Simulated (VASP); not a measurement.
Here is a VASP 6.6.1 calculation.

The input INCAR:

```
  ALGO = Fast
  EDIFF = 1E-6
  EDIFFG = -0.04
  ENCUT = 600
  GGA = PE
  IBRION = 2
  ISIF = 3
  ISMEAR = 0
  LASPH = True
  LCHARG = False
  LREAL = False
  LWAVE = False
  NELM = 80
  NSW = 90
  PREC = Accurate
  SIGMA = 0.1
```

File KPOINTS:

```
k-points
0
Gamma
  6 6 2
```

The input POSCAR:

```
ScAl5
1.0
    1.9521273200     -2.1114502100      0.0000000000
    1.9521273200      2.1114502100      0.0000000000
    0.0000000000      0.0000000000     11.7127639300
Sc Al
1 5
Direct
    0.0000000000      0.0000000000      0.5000000000
    0.0000000000      0.0000000000      0.8333333300
    0.5000000000      0.5000000000      0.0000000000
    0.0000000000      0.0000000000      0.1666666700
    0.5000000000      0.5000000000      0.3333333300
    0.5000000000      0.5000000000      0.6666666700
```

Potentials or basis: VASP PAW PBE potentials, release 64 (Sc_sv, Al).

Launch:

```bash
$ cat potpaw_PBE.64/Sc_sv/POTCAR potpaw_PBE.64/Al/POTCAR > POTCAR
$ mpirun -np 1 vasp_std > vasp.out
```

(1) Predict the relaxed volume.

(2) Estimate the space group after relaxing (to 0.1 Å).

(3) Predict the relaxed cell.

(4) What does it give for the band gap on the k mesh?

## Answers

(1) 17.49 Å³/atom.

(2) P4/mmm (No. 123).

(3) a = 2.908 Å, b = 2.908 Å, c = 12.404 Å, α = 90.00°, β = 90.00°, γ = 90.14°.

(4) zero (bands 13 and 14 overlap by 3.04 eV).

Caveat: the k points lie up to 0.36 Å⁻¹ apart in the final cell, too coarse for converged energies and pressures of a metal.
